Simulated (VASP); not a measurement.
# Fe (Im-3m) in VASP: further runs

The runs below take Fe through single point, with r2SCAN.

Program: VASP 6.6.1. These are calculated values, not measurements. Logs are shortened: lines on timing, memory, paths and dates and some standing lists are left out, and cuts for length are marked.

## 1. The cell of the first run

The structure is cubic, space group Im-3m (No. 229). Conventional cell: a = 2.869 Å, b = 2.869 Å, c = 2.869 Å, α = 90.00°, β = 90.00°, γ = 90.00°. Within 3.3 Å of Fe (site symmetry m-3m) lie 14 Fe at 2.48 to 2.87 Å.

## 2. Single point, r2SCAN, collinear spin, ferromagnetic start

POSCAR

```
Fe
1.0
   -1.4345540696      1.4345540696      1.4345540696
    1.4345540696     -1.4345540696      1.4345540696
    1.4345540696      1.4345540696     -1.4345540696
Fe
1
Direct
    0.0000000000      0.0000000000      0.0000000000
```

INCAR.step1

```
SYSTEM = Fe
ALGO = Normal
EDIFF = 1E-4
ENCUT = 520
GGA = PE
ISMEAR = 0
ISPIN = 2
LASPH = .TRUE.
LCHARG = .FALSE.
LMAXMIX = 4
LREAL = .FALSE.
LWAVE = .TRUE.
MAGMOM = 2.804
NBANDS = 14
NELM = 150
PREC = Accurate
SIGMA = 0.03
```

INCAR.step2

```
SYSTEM = Fe
ALGO = Normal
EDIFF = 1E-6
ENCUT = 520
ISIF = 2
ISMEAR = 0
ISPIN = 2
ISTART = 1
LASPH = .TRUE.
LCHARG = .FALSE.
LMAXMIX = 4
LMIXTAU = .TRUE.
LORBIT = 11
LREAL = .FALSE.
LWAVE = .FALSE.
MAGMOM = 2.804
METAGGA = R2SCAN
NBANDS = 14
NELM = 150
PREC = Accurate
SIGMA = 0.03
```

KPOINTS

```
k-points
0
G
  15 15 15
  0 0 0
```

Potentials or basis: VASP PAW PBE potentials, release 64 (Fe).

Started as:

```bash
$ cat potpaw_PBE.64/Fe/POTCAR > POTCAR
$ cp INCAR.step1 INCAR
$ mpirun -np 1 vasp_std > vasp.out
$ cp INCAR.step2 INCAR
$ mpirun -np 1 vasp_std > vasp.out
```

OUTCAR:

```text
SYSTEM = Fe
   EDIFF = 1E-6
   ENCUT = 520
   ISIF = 2
   ISMEAR = 0
   ISPIN = 2
   ISTART = 1
   LASPH = .TRUE.
   LORBIT = 11
   LREAL = .FALSE.
   METAGGA = R2SCAN
   NELM = 150
   PREC = Accurate

 ion  position               nearest neighbor table
   1  0.000  0.000  0.000-

  LATTYP: Found a body centered cubic cell.
 ALAT       =     2.8691081392

  Lattice vectors:

 A1 = (  -1.4345540696,   1.4345540696,   1.4345540696)
 A2 = (   1.4345540696,  -1.4345540696,   1.4345540696)
 A3 = (   1.4345540696,   1.4345540696,  -1.4345540696)

Analysis of symmetry for initial positions (statically):
=====================================================================
 Subroutine PRICEL returns:
 Original cell was already a primitive cell.

 Routine SETGRP: Setting up the symmetry group for a
 body centered cubic supercell.

 Subroutine GETGRP returns: Found 48 space group operations
 (whereof 48 operations were pure point group operations)
 out of a pool of 48 trial point group operations.

The static configuration has the point symmetry O_h .

Analysis of symmetry for dynamics (positions and initial velocities):
=====================================================================
 Subroutine PRICEL returns:
 Original cell was already a primitive cell.

 Routine SETGRP: Setting up the symmetry group for a
 body centered cubic supercell.

 Subroutine GETGRP returns: Found 48 space group operations
 (whereof 48 operations were pure point group operations)
 out of a pool of 48 trial point group operations.

The dynamic configuration has the point symmetry O_h .

Analysis of structural, dynamic, and magnetic symmetry:
=====================================================================
 Subroutine PRICEL returns:
 Original cell was already a primitive cell.

 Routine SETGRP: Setting up the symmetry group for a
 body centered cubic supercell.

 Subroutine GETGRP returns: Found 48 space group operations
 (whereof 48 operations were pure point group operations)
 out of a pool of 48 trial point group operations.

The overall configuration has the point symmetry O_h .

 Subroutine INISYM returns: Found 48 space group operations
 (whereof 48 operations are pure point group operations),
 and found     1 'primitive' translations

----------------------------------------------------------------------------------------

                                     Primitive cell

  volume of cell :      11.8089

[... 115 lines left out ...]
   LEPSILON=     F    determine dielectric tensor
   LRPA    =     F    only Hartree local field effects (RPA)
 spin polarized calculation
 Gauss-broadening in eV      SIGMA  =   0.03
  energy-cutoff  :      520.00
  volume of cell :       11.81
 maximum number of plane-waves:       333
   NGX =  9   NGY =  9   NGZ =  9

 number of electron       7.9999996 magnetization       2.6764754

 Free energy of the ion-electron system (eV)
  ---------------------------------------------------
  ext. energy  EPLUGINS =         0.00000000
  ---------------------------------------------------
  free energy    TOTEN  =       -14.36014285 eV

  energy without entropy =      -14.35984582  energy(sigma->0) =      -14.35999434

 E-fermi :   5.4601     XC(G=0): -13.9997

 val. band max:        5.4511448355   @ k =   0.1333   0.0667   0.0000
 cond. band min:       5.4608182307   @ k =  -0.2667   0.2667   0.2667
 fundamental gap:      0.0096733952
 Fermi energy:         5.4600603446

 spin component 1

 k-point     1 :       0.0000    0.0000    0.0000
  band No.  band energies     occupation
      1      -3.0322      1.00000
      2       2.3611      1.00000
      3       2.3613      1.00000
      4       2.3613      1.00000
      5       3.5713      1.00000
      6       3.5713      1.00000
      7      31.0500      0.00000
      8      31.0501      0.00000
      9      31.0501      0.00000
     10      35.8715      0.00000
     11      35.8715      0.00000
     12      37.5107      0.00000
     13      37.5107      0.00000
     14      37.5114      0.00000
[... 379 lines left out ...]
      3       2.5998      1.00000
      4       3.6013      1.00000
      5       4.0796      1.00000
      6       8.9916      0.00000
      7      12.5612      0.00000
      8      18.0582      0.00000
      9      24.7027      0.00000
     10      31.8319      0.00000
     11      36.6703      0.00000
     12      39.5051      0.00000
     13      43.3732      0.00000
     14      49.9991      0.00000

 [... further k-points ...]

 spin component 2

 k-point     1 :       0.0000    0.0000    0.0000
  band No.  band energies     occupation
      1      -3.6466      1.00000
      2       5.8354      0.00000
      3       5.8355      0.00000
      4       5.8355      0.00000
      5       8.0111      0.00000
      6       8.0111      0.00000
      7      30.6948      0.00000
      8      30.6949      0.00000
      9      30.6949      0.00000
     10      36.4669      0.00000
     11      36.4669      0.00000
     12      39.3113      0.00000
     13      39.3113      0.00000
     14      39.3117      0.00000
[... 379 lines left out ...]
      3       4.4900      1.00000
      4       7.7982      0.00000
      5       8.2956      0.00000
      6      10.8772      0.00000
      7      14.5876      0.00000
      8      19.1198      0.00000
      9      25.7147      0.00000
     10      32.4721      0.00000
     11      37.2645      0.00000
     12      40.9847      0.00000
     13      45.5615      0.00000
     14      50.8832      0.00000

 [... further k-points ...]
[... 5 lines left out ...]
  --------------------------------------------------------------------------------------
  -------------------------------------------------------------------------------------
  Total       -0.0258031     -0.0258031     -0.0258031     -0.0000000     -0.0000000      0.0000000
  in kB       -3.5008289     -3.5008289     -3.5008289     -0.0000000     -0.0000000      0.0000000
  external PRESSURE =      -3.5008289 kB  Pullay stress =       0.0000000 kB

 VOLUME and BASIS-vectors are now :
 -----------------------------------------------------------------------------
  energy-cutoff  :      520.00
  volume of cell :       11.81
      direct lattice vectors                 reciprocal lattice vectors
    -1.434554070  1.434554070  1.434554070     0.000000000  0.348540366  0.348540366
     1.434554070 -1.434554070  1.434554070     0.348540366  0.000000000  0.348540366
     1.434554070  1.434554070 -1.434554070     0.348540366  0.348540366  0.000000000

 POSITION                                       TOTAL-FORCE (eV/Angst)
 -----------------------------------------------------------------------------------
      0.00000      0.00000      0.00000         0.000000      0.000000      0.000000
 -----------------------------------------------------------------------------------
    total drift:                                0.000000      0.000000      0.000000

  FREE ENERGIE OF THE ION-ELECTRON SYSTEM (eV)
  ---------------------------------------------------
  free  energy   TOTEN  =       -14.3601428523 eV

  energy  without entropy=      -14.3598458207  energy(sigma->0) =      -14.35999434

 total charge

# of ion       s       p       d       tot
------------------------------------------
    1        0.478   0.550   6.164   7.192

 magnetization (x)

# of ion       s       p       d       tot
------------------------------------------
    1       -0.011  -0.116   2.872   2.746
```

OUTCAR.step1:

```text
SYSTEM = Fe
   EDIFF = 1E-4
   ENCUT = 520
   GGA = PE
   ISMEAR = 0
   ISPIN = 2
   LASPH = .TRUE.
[... 1052 lines left out ...]
 POSITION                                       TOTAL-FORCE (eV/Angst)
 -----------------------------------------------------------------------------------
      0.00000      0.00000      0.00000        -0.000000      0.000000     -0.000000
 -----------------------------------------------------------------------------------
    total drift:                                0.000000      0.000000      0.000000

  FREE ENERGIE OF THE ION-ELECTRON SYSTEM (eV)
  ---------------------------------------------------
  free  energy   TOTEN  =        -8.2329562628 eV

  energy  without entropy=       -8.2322799745  energy(sigma->0) =       -8.23261812
```

Run time: 2.2 min. Hardware: 1 thread of Intel Xeon Platinum 8259CL at 2.50GHz (Skylake/Cascade Lake), shared host; peak memory 0.15 GiB.

Results:

```yaml
Free_energy: -14.3601 eV
Pressure: -0.4 GPa
Net_moment: 2.68 μB per cell
Site_moments: Fe +2.75 μB
Valence_electrons_inside_the_program's_atomic_spheres: Fe 7.19
```

Caveat: the PAW data sets were made with another functional, which shifts forces and pressure a little.

## 3. Single point, r2SCAN, collinear spin, ferromagnetic start

POSCAR is that of step 2.

INCAR.step1

```
SYSTEM = Fe
  ALGO = Normal
  EDIFF = 1E-4
  ENCUT = 520
  GGA = PE
  ISMEAR = 0
  ISPIN = 2
  LASPH = .TRUE.
  LCHARG = .FALSE.
  LMAXMIX = 4
  LREAL = .FALSE.
  LWAVE = .TRUE.
  MAGMOM = 2.804
  NBANDS = 14
  NELM = 150
  PREC = Accurate
  SIGMA = 0.1
```

INCAR.step2

```
SYSTEM = Fe
  ALGO = Normal
  EDIFF = 1E-6
  ENCUT = 520
  ISIF = 2
  ISMEAR = 0
  ISPIN = 2
  ISTART = 1
  LASPH = .TRUE.
  LCHARG = .FALSE.
  LMAXMIX = 4
  LMIXTAU = .TRUE.
  LORBIT = 11
  LREAL = .FALSE.
  LWAVE = .FALSE.
  MAGMOM = 2.804
  METAGGA = R2SCAN
  NBANDS = 14
  NELM = 150
  PREC = Accurate
  SIGMA = 0.1
```

KPOINTS is that of step 2.

Potentials or basis: VASP PAW PBE potentials, release 64 (Fe).

Started as:

```bash
$ cat potpaw_PBE.64/Fe/POTCAR > POTCAR
$ cp INCAR.step1 INCAR
$ mpirun -np 1 vasp_std > vasp.out
$ cp INCAR.step2 INCAR
$ mpirun -np 1 vasp_std > vasp.out
```

Run time: 2.2 min. Hardware: 1 thread of Intel Xeon Platinum 8259CL at 2.50GHz (Skylake/Cascade Lake), shared host; peak memory 0.15 GiB.

It converged, with:

| Property | Result |
| --- | --- |
| Free energy | -14.3618 eV |
| Pressure | -0.4 GPa |
| Net moment | 2.67 μB per cell |
| Site moments | Fe +2.74 μB |
| Valence electrons inside the program's atomic spheres | Fe 7.19 |

Levels at points of the mesh, in eV from the Fermi level:
Spin up:
```tsv
k point	band 1	band 2	band 3	band 4	band 5	band 6	band 7	band 8	band 9	band 10
(0.00, 0.00, 0.00)	-8.49	-3.09	-3.09	-3.09	-1.89	-1.89	25.59	25.59	25.59	30.41
```
Spin down:
```
           k point  band 1  band 2  band 3  band 4  band 5  band 6  band 7
(0.00, 0.00, 0.00)   -9.11    0.37    0.37    0.37    2.55    2.55   25.23
```

Caveat: the PAW data sets were made with another functional, which shifts forces and pressure a little.

## 4. Single point, r2SCAN, collinear spin, ferromagnetic start

POSCAR is that of step 3.

INCAR.step1

```
SYSTEM = Fe
PREC = Accurate ; ENCUT = 520
ISMEAR = 0 ; SIGMA = 0.2
LREAL = .False. ; LASPH = .True.
NELM = 150 ; ISPIN = 2
MAGMOM = 2.804 ; LMAXMIX = 4
NBANDS = 14 ; GGA = PE
ALGO = Normal ; EDIFF = 1E-4
LWAVE = .True. ; LCHARG = .False.
```

INCAR.step2

```
SYSTEM = Fe
PREC = Accurate ; ENCUT = 520
EDIFF = 1E-6 ; ISMEAR = 0
SIGMA = 0.2 ; LREAL = .False.
LASPH = .True. ; NELM = 150
ALGO = Normal ; ISIF = 2
LWAVE = .False. ; LCHARG = .False.
ISPIN = 2 ; MAGMOM = 2.804
LORBIT = 11 ; LMAXMIX = 4
METAGGA = R2SCAN ; LMIXTAU = .True.
NBANDS = 14 ; ISTART = 1
```

KPOINTS

```
Automatic mesh
0
Gamma
  15 15 15
  0 0 0
```

Potentials or basis: VASP PAW PBE potentials, release 64 (Fe).

Started as:

```bash
$ cat potpaw_PBE.64/Fe/POTCAR > POTCAR
$ cp INCAR.step1 INCAR
$ mpirun -np 1 vasp_std > vasp.out
$ cp INCAR.step2 INCAR
$ mpirun -np 1 vasp_std > vasp.out
```

OUTCAR:

```text
SYSTEM = Fe
   PREC = Accurate
   ENCUT = 520
   EDIFF = 1E-6
   ISMEAR = 0
   LREAL = .False.
   LASPH = .True.
   NELM = 150
   ISIF = 2
   ISPIN = 2
   LORBIT = 11
   METAGGA = R2SCAN
   ISTART = 1

 ion  position               nearest neighbor table
   1  0.000  0.000  0.000-

  LATTYP: Found a body centered cubic cell.
 ALAT       =     2.8691081392

  Lattice vectors:

 A1 = (  -1.4345540696,   1.4345540696,   1.4345540696)
 A2 = (   1.4345540696,  -1.4345540696,   1.4345540696)
 A3 = (   1.4345540696,   1.4345540696,  -1.4345540696)
[... 1023 lines left out ...]
  -------------------------------------------------------------------------------------
  Total       -0.0274919     -0.0274919     -0.0274919     -0.0000000     -0.0000000     -0.0000000
  in kB       -3.7299590     -3.7299590     -3.7299590     -0.0000000     -0.0000000     -0.0000000
  external PRESSURE =      -3.7299590 kB  Pullay stress =       0.0000000 kB

 VOLUME and BASIS-vectors are now :
 -----------------------------------------------------------------------------
  energy-cutoff  :      520.00
  volume of cell :       11.81
      direct lattice vectors                 reciprocal lattice vectors
    -1.434554070  1.434554070  1.434554070     0.000000000  0.348540366  0.348540366
     1.434554070 -1.434554070  1.434554070     0.348540366  0.000000000  0.348540366
     1.434554070  1.434554070 -1.434554070     0.348540366  0.348540366  0.000000000

 POSITION                                       TOTAL-FORCE (eV/Angst)
 -----------------------------------------------------------------------------------
      0.00000      0.00000      0.00000        -0.000000      0.000000      0.000000
 -----------------------------------------------------------------------------------
    total drift:                                0.000000      0.000000      0.000000

  FREE ENERGIE OF THE ION-ELECTRON SYSTEM (eV)
  ---------------------------------------------------
  free  energy   TOTEN  =       -14.3672335794 eV

  energy  without entropy=      -14.3525132193  energy(sigma->0) =      -14.35987340

 total charge

# of ion       s       p       d       tot
------------------------------------------
    1        0.478   0.548   6.166   7.192

 magnetization (x)

# of ion       s       p       d       tot
------------------------------------------
    1       -0.012  -0.115   2.863   2.736
```

OUTCAR.step1:

```text
SYSTEM = Fe
   PREC = Accurate
   ENCUT = 520
   ISMEAR = 0
   LREAL = .False.
   LASPH = .True.
   NELM = 150
[... 1053 lines left out ...]
 -----------------------------------------------------------------------------------
      0.00000      0.00000      0.00000         0.000000      0.000000      0.000000
 -----------------------------------------------------------------------------------
    total drift:                                0.000000      0.000000      0.000000

  FREE ENERGIE OF THE ION-ELECTRON SYSTEM (eV)
  ---------------------------------------------------
  free  energy   TOTEN  =        -8.2431406056 eV

  energy  without entropy=       -8.2242273017  energy(sigma->0) =       -8.23368395
```

OSZICAR.step1:

```text
N       E                     dE             d eps       ncg     rms          rms(c)
DAV:   1     0.221532410642E+02    0.22153E+02   -0.37761E+03  7280   0.692E+02
DAV:   2    -0.826166128758E+01   -0.30415E+02   -0.27747E+02  7320   0.128E+02
DAV:   3    -0.919571711429E+01   -0.93406E+00   -0.92802E+00  8126   0.235E+01
DAV:   4    -0.919870509705E+01   -0.29880E-02   -0.29877E-02  7820   0.121E+00
DAV:   5    -0.919871994113E+01   -0.14844E-04   -0.14844E-04  7978   0.876E-02    0.110E+01
DAV:   6    -0.834129794838E+01    0.85742E+00   -0.10827E+01  8418   0.375E+01    0.598E+00
DAV:   7    -0.825613839176E+01    0.85160E-01   -0.79275E-01  8328   0.973E+00    0.338E+00
DAV:   8    -0.824994824408E+01    0.61901E-02   -0.91606E-03  7978   0.538E-01    0.137E+00
DAV:   9    -0.824306767444E+01    0.68806E-02   -0.83249E-03  9028   0.445E-01    0.321E-01
DAV:  10    -0.824313368989E+01   -0.66015E-04   -0.11456E-03  7818   0.314E-01    0.104E-01
DAV:  11    -0.824314060559E+01   -0.69157E-05   -0.18069E-04  4638   0.111E-01
   1 F= -.82431406E+01 E0= -.82336840E+01  d E =-.189133E-01  mag=     2.2437
```

It took 2.6 min on 1 thread of Intel Xeon Platinum 8259CL at 2.50GHz (Skylake/Cascade Lake), shared host; peak memory 0.14 GiB.

What came out:

```yaml
Free_energy: -14.3672 eV
Pressure: -0.4 GPa
Net_moment: 2.67 μB per cell
Site_moments: Fe +2.74 μB
Valence_electrons_inside_the_program's_atomic_spheres: Fe 7.19
```

Caveat: the PAW data sets were made with another functional, which shifts forces and pressure a little.

## 5. Single point, r2SCAN, collinear spin, ferromagnetic start

POSCAR is that of step 4.

INCAR.step1

```
  PREC = Accurate
  ENCUT = 520
  ISMEAR = 0
  SIGMA = 0.3
  LREAL = False
  LASPH = True
  NELM = 150
  ISPIN = 2
  MAGMOM = 2.804
  LMAXMIX = 4
  NBANDS = 14
  GGA = PE
  ALGO = Normal
  EDIFF = 1E-4
  LWAVE = True
  LCHARG = False
```

INCAR.step2

```
  PREC = Accurate
  ENCUT = 520
  EDIFF = 1E-6
  ISMEAR = 0
  SIGMA = 0.3
  LREAL = False
  LASPH = True
  NELM = 150
  ALGO = Normal
  ISIF = 2
  LWAVE = False
  LCHARG = True
  ISPIN = 2
  MAGMOM = 2.804
  LORBIT = 11
  LMAXMIX = 4
  METAGGA = R2SCAN
  LMIXTAU = True
  LELF = True
  LVHAR = True
  NBANDS = 14
  ISTART = 1
```

KPOINTS

```
Automatic mesh
0
Gamma
  15 15 15
```

Started as:

```bash
$ cat potpaw_PBE.64/Fe/POTCAR > POTCAR
$ cp INCAR.step1 INCAR
$ mpirun -np 1 vasp_std > vasp.out
$ cp INCAR.step2 INCAR
$ mpirun -np 1 vasp_std > vasp.out
```

Wall time 2.1 min (1 thread of Intel Xeon Platinum 8259CL at 2.50GHz (Skylake/Cascade Lake), shared host); peak memory 0.15 GiB.

It converged, with:

| Property | Result |
| --- | --- |
| Free energy | -14.3765 eV |
| Pressure | -0.8 GPa |
| Net moment | 2.66 μB per cell |
| Site moments | Fe +2.73 μB |
| Valence electrons inside the program's atomic spheres | Fe 7.19 |

Levels at points of the mesh, in eV from the Fermi level:
Spin up:
```csv
k point,band 1,band 2,band 3,band 4,band 5,band 6,band 7,band 8,band 9,band 10
"(0.00, 0.00, 0.00)",-8.51,-3.09,-3.09,-3.09,-1.89,-1.89,25.57,25.57,25.57,30.39
```
Spin down:
```csv
k point,band 1,band 2,band 3,band 4,band 5,band 6,band 7,band 8
"(0.00, 0.00, 0.00)",-9.12,0.35,0.35,0.35,2.55,2.55,25.22,25.22
```

Caveat: the PAW data sets were made with another functional, which shifts forces and pressure a little.

## 6. The runs side by side

```csv
smearing,gap on the mesh (eV),pressure (GPa),moment (μB)
gaussian 0.03 eV,none,-0.4,2.68
gaussian 0.1 eV,none,-0.4,2.67
gaussian 0.2 eV,none,-0.4,2.67
gaussian 0.3 eV,none,-0.8,2.66
```

Alike in all rows: task single point; level r2SCAN; potentials or basis VASP PAW PBE potentials, release 64 (Fe); spin collinear, ferromagnetic start; cell as given; k mesh 15 × 15 × 15; cutoff (eV) 520.

Every run on the cell as given and a fine mesh finds a metal.

Caveats: the PAW data sets were made with another functional, which shifts forces and pressure a little.

Absolute energies hang on the potentials; compare differences alone.
